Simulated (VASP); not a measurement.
# Ta6F in VASP: a series of runs

Runs on Ta6F. Level: LDA. Tasks: single point.

Everything below comes from runs of VASP 6.6.1. Logs are shortened: lines on timing, memory, paths and dates and some standing lists are left out, and cuts for length are marked.

## (1) The cell of the first run

The cell holds a slab with vacuum, 7 atoms: a = 4.600 Å, b = 4.600 Å, c = 21.402 Å, α = 90.00°, β = 90.00°, γ = 120.00°.

## (2) Single point, LDA, collinear spin, ferromagnetic start

File INCAR:

```
  PREC = Accurate
  ENCUT = 520
  EDIFF = 1E-6
  ISMEAR = 0
  SIGMA = 0.1
  LREAL = F
  LASPH = T
  NELM = 150
  ALGO = Normal
  ISIF = 2
  LWAVE = F
  LCHARG = T
  ISPIN = 2
  MAGMOM = 0 0 0 0 0 0 1
  LORBIT = 11
  LMAXMIX = 4
  LDIPOL = T
  IDIPOL = 3
  DIPOL = 0.5 0.5 0.323
  LELF = T
  LVHAR = T
  LVACPOTAV = T
  NBANDS = 50
```

File KPOINTS:

```
regular mesh
0
Gamma
  6 6 1
```

File POSCAR:

```
Ta6F
1.0
    4.6002247516      0.0000000000      0.0000000000
   -2.3001123758      3.9839114980      0.0000000000
    0.0000000000      0.0000000000     21.4017722141
Ta F
6 1
Direct
    0.6666666667      0.3333333333      0.1869004099
    0.3333333333      0.6666666667      0.2307760729
    0.0000000000      0.0000000000      0.2746517360
    0.6666666667      0.3333333333      0.3157775353
    0.3333333333      0.6666666667      0.3543568624
    0.0000000000      0.0000000000      0.3925736677
    0.0000000000      0.0000000000      0.5061156668
```

Potentials or basis: VASP PAW LDA potentials, release 64 (Ta_pv, F).

The run is started by

```console
> cat potpaw_LDA.64/Ta_pv/POTCAR potpaw_LDA.64/F/POTCAR > POTCAR
> mpirun -np 1 vasp_std > vasp.out
```

OUTCAR:

```text
PREC = Accurate
   ENCUT = 520
   EDIFF = 1E-6
   ISMEAR = 0
   LREAL = F
   LASPH = T
   NELM = 150
   ISIF = 2
   ISPIN = 2
   LORBIT = 11

 ion  position               nearest neighbor table
   1  0.667  0.333  0.187-   4 2.76   2 2.82   2 2.82   2 2.82   3 3.25   3 3.25   3 3.25
   2  0.333  0.667  0.231-   5 2.64   1 2.82   1 2.82   3 2.82   1 2.82   3 2.82   3 2.82   4 3.22
                             4 3.22   4 3.22
   3  0.000  0.000  0.275-   6 2.52   4 2.80   4 2.80   4 2.80   2 2.82   2 2.82   2 2.82   5 3.16
                             5 3.16   5 3.16   1 3.25   1 3.25   1 3.25
   4  0.667  0.333  0.316-   1 2.76   5 2.78   5 2.78   5 2.78   3 2.80   3 2.80   3 2.80   6 3.12
                             6 3.12   6 3.12   2 3.22   2 3.22   2 3.22
   5  0.333  0.667  0.354-   2 2.64   6 2.78   6 2.78   6 2.78   4 2.78   4 2.78   4 2.78   3 3.16
                             3 3.16   3 3.16
   6  0.000  0.000  0.393-   7 2.43   3 2.52   5 2.78   5 2.78   5 2.78   4 3.12   4 3.12   4 3.12

   7  0.000  0.000  0.506-   6 2.43

  LATTYP: Found a hexagonal cell.
 ALAT       =     4.6002247516
 C/A-ratio  =     4.6523318685

  Lattice vectors:

 A1 = (   4.6002247516,   0.0000000000,   0.0000000000)
 A2 = (  -2.3001123758,   3.9839114980,   0.0000000000)
 A3 = (   0.0000000000,   0.0000000000,  21.4017722141)

Analysis of symmetry for initial positions (statically):
=====================================================================
 Subroutine PRICEL returns:
 Original cell was already a primitive cell.

 Routine SETGRP: Setting up the symmetry group for a
 hexagonal supercell.

 Subroutine GETGRP returns: Found  6 space group operations
 (whereof  6 operations were pure point group operations)
 out of a pool of 24 trial point group operations.

The static configuration has the point symmetry C_3v.

Analysis of symmetry for dynamics (positions and initial velocities):
=====================================================================
 Subroutine PRICEL returns:
 Original cell was already a primitive cell.

 Routine SETGRP: Setting up the symmetry group for a
 hexagonal supercell.

 Subroutine GETGRP returns: Found  6 space group operations
 (whereof  6 operations were pure point group operations)
 out of a pool of 24 trial point group operations.

The dynamic configuration has the point symmetry C_3v.

Analysis of structural, dynamic, and magnetic symmetry:
[... 146 lines left out ...]
 dipolmoment           0.000000      0.000000      0.582655 electrons x Angstroem

 Free energy of the ion-electron system (eV)
  ---------------------------------------------------
  ext. energy  EPLUGINS =         0.00000000
  ---------------------------------------------------
  free energy    TOTEN  =       -74.36581796 eV

  energy without entropy =      -74.32705398  energy(sigma->0) =      -74.34643597

 E-fermi :  -3.0358     XC(G=0):  -4.8061

 val. band max:       -3.0643226715   @ k =   0.1667   0.0000   0.0000
 cond. band min:      -3.0296105957   @ k =   0.1667   0.1667   0.0000
 fundamental gap:      0.0347120758
 Fermi energy:        -3.0358147698

 spin component 1

 k-point     1 :       0.0000    0.0000    0.0000
  band No.  band energies     occupation
      1     -37.5141      1.00000
      2     -37.3978      1.00000
      3     -37.1742      1.00000
      4     -37.1742      1.00000
      5     -37.1301      1.00000
      6     -37.1301      1.00000
[... 346 lines left out ...]
     47      -0.2584      0.00000
     48       0.3723      0.00000
 Fermi energy:        -3.0358147698

 spin component 2

 k-point     1 :       0.0000    0.0000    0.0000
  band No.  band energies     occupation
      1     -37.5141      1.00000
      2     -37.3977      1.00000
      3     -37.1741      1.00000
      4     -37.1741      1.00000
      5     -37.1300      1.00000
      6     -37.1300      1.00000
[... 346 lines left out ...]
     47      -0.2584      0.00000
     48       0.3723      0.00000
 [bands above 48 left out]

------------------------ aborting loop because EDIFF is reached ----------------------------------------

  FORCE on cell =-STRESS in cart. coord.  units (eV):
  Direction    XX          YY          ZZ          XY          YZ          ZX
  --------------------------------------------------------------------------------------
  -------------------------------------------------------------------------------------
  Total       -4.2212892     -4.2212892    -11.5393826      0.0000000      0.0000000     -0.0000000
  in kB      -17.2431745    -17.2431745    -47.1362128      0.0000000      0.0000000     -0.0000000
  external PRESSURE =     -27.2075206 kB  Pullay stress =       0.0000000 kB

 VOLUME and BASIS-vectors are now :
 -----------------------------------------------------------------------------
  energy-cutoff  :      520.00
  volume of cell :      392.23
      direct lattice vectors                 reciprocal lattice vectors
     4.600224752  0.000000000  0.000000000     0.217380683  0.125504796  0.000000000
    -2.300112376  3.983911498  0.000000000     0.000000000  0.251009592  0.000000000
     0.000000000  0.000000000 21.401772214     0.000000000  0.000000000  0.046725102

 POSITION                                       TOTAL-FORCE (eV/Angst)
 -----------------------------------------------------------------------------------
      2.30011      1.32797      4.00000         0.000000      0.000000      2.316142
     -0.00000      2.65594      4.93902        -0.000000      0.000000     -0.534117
      0.00000      0.00000      5.87803        -0.000000     -0.000000     -2.919227
      2.30011      1.32797      6.75820        -0.000000      0.000000     -0.134060
     -0.00000      2.65594      7.58386         0.000000      0.000000      0.115210
      0.00000      0.00000      8.40177        -0.000000      0.000000      5.557715
      0.00000      0.00000     10.83177        -0.000000      0.000000     -4.401663
 -----------------------------------------------------------------------------------
    total drift:                               -0.000000     -0.000000     -0.000766

  FREE ENERGIE OF THE ION-ELECTRON SYSTEM (eV)
  ---------------------------------------------------
  free  energy   TOTEN  =       -74.3658179579 eV

  energy  without entropy=      -74.3270539838  energy(sigma->0) =      -74.34643597

 vacuum level on the upper side and lower side of the slab         6.510         0.757

 total charge

# of ion       s       p       d       tot
------------------------------------------
    1        0.394   6.013   2.422   8.830
    2        0.402   6.111   2.553   9.066
    3        0.392   6.172   2.503   9.067
    4        0.380   6.186   2.454   9.020
    5        0.409   6.123   2.577   9.110
    6        0.396   6.076   2.381   8.853
    7        1.737   4.176   0.000   5.912
--------------------------------------------------
tot          4.111  40.857  14.890  59.859

 magnetization (x)

# of ion       s       p       d       tot
------------------------------------------
    1        0.000   0.000   0.000   0.000
    2        0.000   0.000   0.000   0.000
    3        0.000  -0.000  -0.000  -0.000
    4       -0.000   0.000  -0.000   0.000
    5        0.000   0.000  -0.000   0.000
    6        0.000  -0.000   0.000   0.000
    7        0.000  -0.000   0.000  -0.000
--------------------------------------------------
tot          0.000   0.000   0.000   0.000
```

OSZICAR:

```text
N       E                     dE             d eps       ncg     rms          rms(c)
DAV:   1     0.574154813006E+03    0.57415E+03   -0.39681E+04  1768   0.124E+03
DAV:   2    -0.457537618442E+02   -0.61991E+03   -0.60360E+03  1664   0.330E+02
DAV:   3    -0.812361721224E+02   -0.35482E+02   -0.34391E+02  1686   0.698E+01
[... 28 lines left out ...]
DAV:  32    -0.743658040236E+02   -0.86113E-05   -0.14272E-06  1328   0.530E-03    0.245E-03
DAV:  33    -0.743658136667E+02   -0.96431E-05   -0.19852E-06  1368   0.405E-03    0.178E-03
DAV:  34    -0.743658163197E+02   -0.26530E-05   -0.44469E-07  1208   0.202E-03    0.833E-04
DAV:  35    -0.743658175652E+02   -0.12455E-05   -0.22827E-07  1188   0.154E-03    0.752E-04
DAV:  36    -0.743658179579E+02   -0.39267E-06   -0.72119E-08  1020   0.975E-04
   1 F= -.74365818E+02 E0= -.74346436E+02  d E =-.387640E-01  mag=     0.0003
```

stdout:

```text
POSCAR found type information on POSCAR TaF
 POSCAR found :  2 types and       7 ions
 scaLAPACK will be used
 LDA part: xc-table for (Slater(with rela. corr.)+CA(PZ))
 , standard interpolation
 POSCAR, INCAR and KPOINTS ok, starting setup
 FFT: planning ... GRIDC
 FFT: planning ... GRID_SOFT
 FFT: planning ... GRID
 WAVECAR not read
 entering main loop
 -----------------------------------------------------------------------------
|                                                                             |
|           W    W    AA    RRRRR   N    N  II  N    N   GGGG   !!!           |
|           W    W   A  A   R    R  NN   N  II  NN   N  G    G  !!!           |
|           W    W  A    A  R    R  N N  N  II  N N  N  G       !!!           |
|           W WW W  AAAAAA  RRRRR   N  N N  II  N  N N  G  GGG   !            |
|           WW  WW  A    A  R   R   N   NN  II  N   NN  G    G                |
|           W    W  A    A  R    R  N    N  II  N    N   GGGG   !!!           |
|                                                                             |
|     Did not find any points to average over, which means that no vacuum     |
|     field-free region was found. Please increase the size of  your cell     |
|     in the dimension of the dipole correction to obtain accurate            |
|     workfunction values.                                                    |
|                                                                             |
 -----------------------------------------------------------------------------
```

Run time: 13 min. Hardware: 1 thread of Intel Xeon Platinum 8259CL at 2.50GHz (Skylake/Cascade Lake), shared host; peak memory 0.53 GiB.

Results:

| Quantity | Value |
| --- | --- |
| Free energy | -74.3658 eV |
| Largest force | 5.558 eV/Å |
| Net moment | 0.00 μB per cell |
| Valence electrons inside the program's atomic spheres | Ta 8.83, 9.07, 9.02, 9.11, 8.85; F 5.91 |

Forces in eV/Å, atoms in the order of the input:
```
Ta   0.000  0.000  2.316
Ta   0.000  0.000 -0.534
Ta   0.000  0.000 -2.919
Ta   0.000  0.000 -0.134
Ta   0.000  0.000  0.115
Ta   0.000  0.000  5.558
F    0.000  0.000 -4.402
```

Levels at points of the mesh, in eV from the Fermi level:
Spin up:
| k point | band 33 | band 34 | band 35 | band 36 | band 37 | band 38 | band 39 | band 40 | band 41 | band 42 |
| --- | --- | --- | --- | --- | --- | --- | --- | --- | --- | --- |
| (0.00, 0.00, 0.00) | -0.98 | -0.84 | -0.84 | -0.26 | -0.26 | 0.32 | 0.32 | 0.33 | 1.34 | 2.50 |
| (0.50, 0.00, 0.00) | -1.03 | -0.90 | -0.83 | -0.21 | -0.12 | 0.60 | 0.77 | 1.20 | 1.26 | 1.40 |
Spin down:
```tsv
k point	band 35	band 36	band 37	band 38	band 39	band 40
(0.00, 0.00, 0.00)	-0.84	-0.26	-0.26	0.32	0.32	0.33
(0.50, 0.00, 0.00)	-0.83	-0.21	-0.12	0.60	0.77	1.20
```

Caveat: spin-orbit coupling is left out, which moves the levels of the heavy elements.

## (3) Single point, LDA, collinear spin, ferromagnetic start

File INCAR:

```
SYSTEM = Ta6F
ALGO = Normal ; DIPOL = 0.5 0.5 0.319
EDIFF = 1E-7 ; ENCUT = 520
GGA = CA ; IDIPOL = 3
ISIF = 2 ; ISMEAR = 0
ISPIN = 2 ; LASPH = .True.
LCHARG = .False. ; LDIPOL = .True.
LMAXMIX = 4 ; LORBIT = 11
LREAL = .False. ; LWAVE = .False.
MAGMOM = 0 0 0 0 0 0 1 ; NBANDS = 50
NELM = 150 ; PREC = Accurate
SIGMA = 0.1
```

File KPOINTS:

```
k-points
0
Gamma
  6 6 1
  0 0 0
```

POSCAR: that of step 2 with these lines changed.

```diff
@@ -14,2 +14,2 @@
     0.0000000000      0.0000000000      0.3925736677
-    0.0000000000      0.0000000000      0.5061156668
+    0.0000000000      0.0000000000      0.4799496094
```

Potentials or basis: VASP PAW LDA potentials, release 64 (Ta_pv, F).

The run is started by

```console
> cat potpaw_LDA.64/Ta_pv/POTCAR potpaw_LDA.64/F/POTCAR > POTCAR
> mpirun -np 1 vasp_std > vasp.out
```

Run time: 12 min. Hardware: 1 thread of AMD EPYC 7R13 (Zen 3), shared host; peak memory 0.5 GiB.

The run converged. Its results:

```yaml
Free_energy: -76.3137 eV
Largest_force: 3.370 eV/Å
Net_moment: 0.00 μB per cell
Valence_electrons_inside_the_program's_atomic_spheres: Ta 8.83, 9.06, 9.03, 9.12, 9.04; F 6.04
```

Forces in eV/Å, atoms in the order of the input:
```
Ta   0.000  0.000  2.375
Ta   0.000  0.000 -0.510
Ta   0.000  0.000 -3.370
Ta   0.000  0.000 -0.160
Ta   0.000  0.000 -0.271
Ta   0.000  0.000  1.941
F    0.000  0.000 -0.005
```

Levels at points of the mesh, in eV from the Fermi level:
Spin up:
```
           k point  band 35  band 36  band 37  band 38  band 39  band 40
(0.00, 0.00, 0.00)    -0.86    -0.28    -0.28     0.31     0.31     0.35
(0.50, 0.00, 0.00)    -0.85    -0.22    -0.11     0.63     0.98     1.19
```
Spin down:
```csv
k point,band 34,band 35,band 36,band 37,band 38,band 39,band 40,band 41
"(0.00, 0.00, 0.00)",-0.86,-0.86,-0.28,-0.28,0.31,0.31,0.35,1.54
"(0.50, 0.00, 0.00)",-0.92,-0.85,-0.22,-0.11,0.63,0.98,1.19,1.25
```

Caveat: spin-orbit coupling is left out, which moves the levels of the heavy elements.

## (4) Single point, LDA, collinear spin, ferromagnetic start

File INCAR:

```
PREC = Accurate
ENCUT = 520
EDIFF = 1E-6
ISMEAR = 0
SIGMA = 0.1
LREAL = False
LASPH = True
NELM = 150
ALGO = Normal
ISIF = 2
LWAVE = False
LCHARG = False
ISPIN = 2
MAGMOM = 0 0 0 0 0 0 1
LORBIT = 11
LMAXMIX = 4
LDIPOL = True
IDIPOL = 3
DIPOL = 0.5 0.5 0.323
GGA = CA
NBANDS = 50
```

File KPOINTS:

```
regular mesh
0
Gamma
  6 6 1
```

POSCAR: that of step 3 with these lines changed.

```diff
@@ -14,2 +14,2 @@
     0.0000000000      0.0000000000      0.3925736677
-    0.0000000000      0.0000000000      0.4799496094
+    0.3333333333     -0.3333333333      0.5061156668
```

The run is started by

```console
> cat potpaw_LDA.64/Ta_pv/POTCAR potpaw_LDA.64/F/POTCAR > POTCAR
> mpirun -np 1 vasp_std > vasp.out
```

Run time: 19 min. Hardware: 1 thread of AMD EPYC 7R13 (Zen 3), shared host; peak memory 0.51 GiB.

The run converged. Its results:

```yaml
Free_energy: -72.8761 eV
Largest_force: 2.486 eV/Å
Net_moment: 0.00 μB per cell
Valence_electrons_inside_the_program's_atomic_spheres: Ta 8.83, 9.07, 9.02, 9.08, 8.88; F 5.88
```

Forces in eV/Å, atoms in the order of the input:
```
Ta   0.000  0.000  2.120
Ta   0.000  0.000 -0.621
Ta   0.000  0.000 -2.309
Ta   0.000  0.000 -0.146
Ta   0.000  0.000  1.256
Ta   0.000  0.000  2.185
F    0.000  0.000 -2.486
```

Levels at points of the mesh, in eV from the Fermi level:
Spin up:
```
           k point  band 34  band 35  band 36  band 37  band 38  band 39  band 40  band 41
(0.00, 0.00, 0.00)    -0.42    -0.42    -0.22    -0.22     0.25     0.32     0.32     1.13
(0.50, 0.00, 0.00)    -0.49    -0.43    -0.22    -0.05     0.46     0.64     1.23     1.27
```
Spin down:
```csv
k point,band 35,band 36,band 37,band 38,band 39,band 40
"(0.00, 0.00, 0.00)",-0.42,-0.22,-0.22,0.25,0.32,0.32
"(0.50, 0.00, 0.00)",-0.43,-0.22,-0.05,0.46,0.64,1.23
```

Caveat: spin-orbit coupling is left out, which moves the levels of the heavy elements.
